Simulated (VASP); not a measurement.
# InP (F-43m) in VASP: further runs, part 2 of 2

VASP 6.6.1.

### Step 3. Single point, HSE06

This run uses another cell than the first one, of 25.17 Å³/atom.

Input file POSCAR:

```
InP
1.0
    0.0000000000      2.9305000000      2.9305000000
    2.9305000000      0.0000000000      2.9305000000
    2.9305000000      2.9305000000      0.0000000000
In P
1 1
Direct
    0.0000000000      0.0000000000      0.0000000000
    0.7500000000      0.7500000000      0.7500000000
```

Input file INCAR.step1:

```
PREC = Accurate ; ENCUT = 520
EDIFF = 1E-5 ; ISMEAR = -1
SIGMA = 0.05 ; LREAL = F
LASPH = T ; NELM = 100
ALGO = Normal ; ISIF = 2
LWAVE = T ; GGA = PE
NBANDS = 16
```

Input file INCAR.step2:

```
PREC = Accurate ; ENCUT = 520
EDIFF = 1E-6 ; ISMEAR = -1
SIGMA = 0.05 ; LREAL = F
LASPH = T ; NELM = 100
ALGO = Normal ; ISIF = 2
LWAVE = F ; LCHARG = T
GGA = PE ; LHFCALC = T
HFSCREEN = 0.2079 ; PRECFOCK = Normal
LELF = T ; LVHAR = T
ISTART = 1 ; NBANDS = 16
```

Input file KPOINTS:

```
regular mesh
0
Gamma
  6 6 6
```

Potentials or basis: VASP PAW PBE potentials, release 64 (In_d, P).

Launch:

```console
> cat potpaw_PBE.64/In_d/POTCAR potpaw_PBE.64/P/POTCAR > POTCAR
> cp INCAR.step1 INCAR
> mpirun -np 1 vasp_std > vasp.out
> cp INCAR.step2 INCAR
> mpirun -np 1 vasp_std > vasp.out
```

OUTCAR:

```text
PREC = Accurate
   ENCUT = 520
   EDIFF = 1E-6
   ISMEAR = -1
   LREAL = F
   LASPH = T
   NELM = 100
   ISIF = 2
   GGA = PE
   LHFCALC = T
   HFSCREEN = 0.2079
   PRECFOCK = Normal
   ISTART = 1

 ion  position               nearest neighbor table
   1  0.000  0.000  0.000-   2 2.54   2 2.54   2 2.54   2 2.54
   2  0.750  0.750  0.750-   1 2.54   1 2.54   1 2.54   1 2.54

  LATTYP: Found a face centered cubic cell.
 ALAT       =     5.8610000000

  Lattice vectors:

 A1 = (   0.0000000000,   2.9305000000,   2.9305000000)
 A2 = (   2.9305000000,   0.0000000000,   2.9305000000)
 A3 = (   2.9305000000,   2.9305000000,   0.0000000000)

Analysis of symmetry for initial positions (statically):
=====================================================================
 Subroutine PRICEL returns:
 Original cell was already a primitive cell.

 Routine SETGRP: Setting up the symmetry group for a
 face centered cubic supercell.

 Subroutine GETGRP returns: Found 24 space group operations
 (whereof 24 operations were pure point group operations)
 out of a pool of 48 trial point group operations.

The static configuration has the point symmetry T_d .

Analysis of symmetry for dynamics (positions and initial velocities):
=====================================================================
 Subroutine PRICEL returns:
 Original cell was already a primitive cell.

 Routine SETGRP: Setting up the symmetry group for a
 face centered cubic supercell.

 Subroutine GETGRP returns: Found 24 space group operations
 (whereof 24 operations were pure point group operations)
 out of a pool of 48 trial point group operations.
[... 110 lines left out ...]
   IMIX   =      1    mixing-type and parameters
     AMIX     =   0.40;   BMIX     =  1.00
     AMIX_MAG =   1.60;   BMIX_MAG =  1.00
  volume/ion in A,a.u.               =      25.17       169.83
  Fermi-wavevector in a.u.,A,eV,Ry     =   1.162021  2.195901 18.371846  1.350293
  Thomas-Fermi vector in A             =   2.298587
   LORBIT       =      0    0 simple, 1 ext, 2 COOP (PROOUT), +10 PAW based schemes
   GGA     = PE    functional components
   LHFCALC =     T    Hartree Fock is set to
   PRECFOCK=normal    Normal, Fast or Accurate (Low or Medium for compatibility)
   ENCUT4O =  -1.0   cutoff for four orbital integrals eV
   NKREDX  =     1    reduce k-point grid by
   NKREDY  =     1    reduce k-point grid by
   NKREDZ  =     1    reduce k-point grid by
   AEXX    =    0.2500 exact exchange contribution
   HFSCREEN=    0.2079 screening length (either q_TF or 0.3 A-1)
   HFSCREENC=   0.2079 screening length for correlation (either q_TF or 0.3 A-1)
   ENCUTFOCK=  -1.0 apply spherical cutoff to Coloumb kernel
   IVDW    =     0    specifies the selected vdW correction
   LEPSILON=     F    determine dielectric tensor
   LRPA    =     F    only Hartree local field effects (RPA)
 non-spin polarized calculation
  energy-cutoff  :      520.00
  volume of cell :       50.33
 maximum number of plane-waves:      1380
  NGX = 24; NGY = 24; NGZ = 24

 number of electron      18.0000005 magnetization

 Free energy of the ion-electron system (eV)
  ---------------------------------------------------
  ext. energy  EPLUGINS =         0.00000000
  ---------------------------------------------------
  free energy    TOTEN  =        -9.98126399 eV

  energy without entropy =       -9.98126398  energy(sigma->0) =       -9.98126398

 E-fermi :   5.5449     XC(G=0):  -7.7301

 val. band max:        4.7678090950   @ k =   0.0000   0.0000   0.0000
 cond. band min:       6.2671082011   @ k =   0.0000   0.0000   0.0000
 fundamental gap:      1.4992991061
 Fermi energy:         5.5449428702

 k-point     1 :       0.0000    0.0000    0.0000
  band No.  band energies     occupation
      1     -11.1142      2.00000
      2     -11.1141      2.00000
      3     -11.1141      2.00000
      4     -10.9523      2.00000
      5     -10.9523      2.00000
      6      -7.9740      2.00000
[... 281 lines left out ...]
      3     -11.0151      2.00000
      4     -10.9816      2.00000
      5     -10.9315      2.00000
      6      -5.3268      2.00000
[... 8 lines left out ...]
     15      17.3013      0.00000
     16      18.0018      0.00000

------------------------ aborting loop because EDIFF is reached ----------------------------------------

  FORCE on cell =-STRESS in cart. coord.  units (eV):
  Direction    XX          YY          ZZ          XY          YZ          ZX
  --------------------------------------------------------------------------------------
  -------------------------------------------------------------------------------------
  Total        0.4205184      0.4205184      0.4205184     -0.0000000      0.0000000      0.0000000
  in kB       13.3856804     13.3856804     13.3856804     -0.0000000      0.0000000      0.0000000
  external PRESSURE =      13.3856804 kB  Pullay stress =       0.0000000 kB

 VOLUME and BASIS-vectors are now :
 -----------------------------------------------------------------------------
  energy-cutoff  :      520.00
  volume of cell :       50.33
      direct lattice vectors                 reciprocal lattice vectors
     0.000000000  2.930500000  2.930500000    -0.170619348  0.170619348  0.170619348
     2.930500000  0.000000000  2.930500000     0.170619348 -0.170619348  0.170619348
     2.930500000  2.930500000  0.000000000     0.170619348  0.170619348 -0.170619348

 POSITION                                       TOTAL-FORCE (eV/Angst)
 -----------------------------------------------------------------------------------
      0.00000      0.00000      0.00000         0.000000      0.000000      0.000000
      4.39575      4.39575      4.39575        -0.000000     -0.000000     -0.000000
 -----------------------------------------------------------------------------------
    total drift:                               -0.000059     -0.000054     -0.000034

  FREE ENERGIE OF THE ION-ELECTRON SYSTEM (eV)
  ---------------------------------------------------
  free  energy   TOTEN  =        -9.9812639870 eV

  energy  without entropy=       -9.9812639790  energy(sigma->0) =       -9.98126398
```

OSZICAR.step1:

```text
N       E                     dE             d eps       ncg     rms          rms(c)
DAV:   1     0.108564899356E+03    0.10856E+03   -0.84743E+03   512   0.127E+03
DAV:   2    -0.177343424854E+01   -0.11034E+03   -0.10651E+03   584   0.289E+02
DAV:   3    -0.861504321014E+01   -0.68416E+01   -0.68112E+01   672   0.718E+01
DAV:   4    -0.878747933414E+01   -0.17244E+00   -0.17238E+00   640   0.124E+01
DAV:   5    -0.879683606581E+01   -0.93567E-02   -0.93565E-02   760   0.242E+00    0.570E+00
DAV:   6    -0.839891104238E+01    0.39793E+00   -0.62283E-01   816   0.130E+01    0.343E+00
DAV:   7    -0.836871823707E+01    0.30193E-01   -0.16127E-01   736   0.322E+00    0.126E+00
DAV:   8    -0.836921353517E+01   -0.49530E-03   -0.16134E-02   672   0.149E+00    0.334E-01
DAV:   9    -0.836985701260E+01   -0.64348E-03   -0.13114E-03   616   0.376E-01    0.161E-01
DAV:  10    -0.837001649804E+01   -0.15949E-03   -0.25615E-04   784   0.218E-01    0.104E-01
DAV:  11    -0.837009227058E+01   -0.75773E-04   -0.12506E-04   576   0.102E-01    0.477E-02
DAV:  12    -0.837009142559E+01    0.84499E-06   -0.75811E-06   472   0.265E-02
   1 F= -.83700914E+01 E0= -.83700860E+01  d E =-.108262E-04
```

Wall time 78 min (1 thread of Intel Xeon 8259CL, shared host); peak memory 0.3 GiB.

What came out:

```yaml
Free_energy: -9.9813 eV
Pressure: 1.3 GPa
Band_gap_on_the_k_mesh: 1.50 eV
```

Caveat: the PAW data sets were made with another functional, which shifts forces and pressure a little; spin-orbit coupling is left out, which moves the levels of the heavy elements.

### Step 4. Relaxation of cell and atoms, RPBE+D3(BJ)

This run uses another cell than the first one, of 25.17 Å³/atom.

Input file INCAR:

```
ALGO = Normal
EDIFF = 1E-6
EDIFFG = -0.005
ENCUT = 600
GGA = RP
IBRION = 2
ISIF = 3
ISMEAR = -1
IVDW = 12
LASPH = T
LCHARG = F
LREAL = F
LWAVE = F
NELM = 100
NSW = 80
PREC = Accurate
SIGMA = 0.05
```

Input file KPOINTS:

```
k-points
0
Gamma
  8 8 8
```

POSCAR is that of step 3.

Launch:

```console
> cat potpaw_PBE.64/In_d/POTCAR potpaw_PBE.64/P/POTCAR > POTCAR
> mpirun -np 1 vasp_std > vasp.out
```

Run time: 93 s. Hardware: 1 thread of Intel Xeon 8259CL, shared host; peak memory 0.23 GiB.

The run converged. Its results:

- Free energy: -10.5856 eV
- Relaxed volume: 23.29 Å³/atom
- Relaxed cell: a = 4.038 Å, b = 4.038 Å, c = 4.038 Å, α = 60.00°, β = 60.00°, γ = 60.00°
- Space group after relaxing (to 0.1 Å): F-43m (No. 216)
- Energy gained by relaxing: 33.1 meV/atom
- Ionic steps: 3
- Pressure after relaxing: 0.0 GPa
- Band gap on the k mesh: 1.26 eV
- Dispersion energy per atom: -1.546 eV

The path:
```tsv
step	energy change (eV)	largest force (eV/Å)	pressure (GPa)	volume (Å³)
1	0.0000	0.0000	-5.25	50.33
2	-0.0430	0.0000	3.87	44.56
3	-0.0662	0.0000	0.01	46.57
```

Final structure:
```yaml
crystal:
  lattice:
    - [0.00000, 2.85561, 2.85561]
    - [2.85561, 0.00000, 2.85561]
    - [2.85561, 2.85561, 0.00000]
  atoms:
    - { symbol: In, position: [0.00000, 0.00000, 0.00000] }
    - { symbol: P, position: [0.75000, 0.75000, 0.75000] }
```

Levels at points of the mesh, in eV from the valence-band top:
```
           k point  band 5  band 6  band 7  band 8  band 9  band 10  band 11  band 12  band 13
(0.00, 0.00, 0.00)  -14.19  -12.05    0.00    0.00    0.00     1.26     4.12     4.12     4.12
(0.50, 0.00, 0.00)  -14.17  -10.06   -6.12   -1.09   -1.09     1.78     4.84     4.84     7.39
(0.50, 0.50, 0.00)  -14.14   -9.32   -6.06   -2.58   -2.58     1.73     2.32     9.86    10.17
```

Caveat: the PAW data sets were made with another functional, which shifts forces and pressure a little; spin-orbit coupling is left out, which moves the levels of the heavy elements. As with any semilocal functional, this RPBE gap is likely too small.

### Step 5. Summary

```csv
task,level,cell,k mesh,cutoff (eV),grid for exact exchange (PRECFOCK),share of exact exchange,screening parameter,gap on the mesh (eV),pressure (GPa)
single point,HSE06,"a = 4.172 Å, angles 60.0°, 2 atoms",4 × 4 × 4,520,Normal,0.25,0.2079 1/Å,1.41,0.1
single point,HSE06,"a = 4.144 Å, angles 60.0°, 2 atoms",6 × 6 × 6,520,Normal,0.25,0.2079 1/Å,1.50,1.3
relaxation of cell and atoms,RPBE+D3(BJ),"relaxed from a = 4.144 Å, angles 60.0°, 2 atoms",8 × 8 × 8,600,-,-,-,1.26,0.0
```

Alike in all rows: potentials or basis VASP PAW PBE potentials, release 64 (In_d, P); no spin polarisation; smearing fermi-dirac 0.05 eV.

Caveats: some runs use coarse meshes; the PAW data sets were made with another functional, which shifts forces and pressure a little; spin-orbit coupling is left out, which moves the levels of the heavy elements.

Total energies depend on the potentials used, so only differences within one code and one set of settings carry meaning.
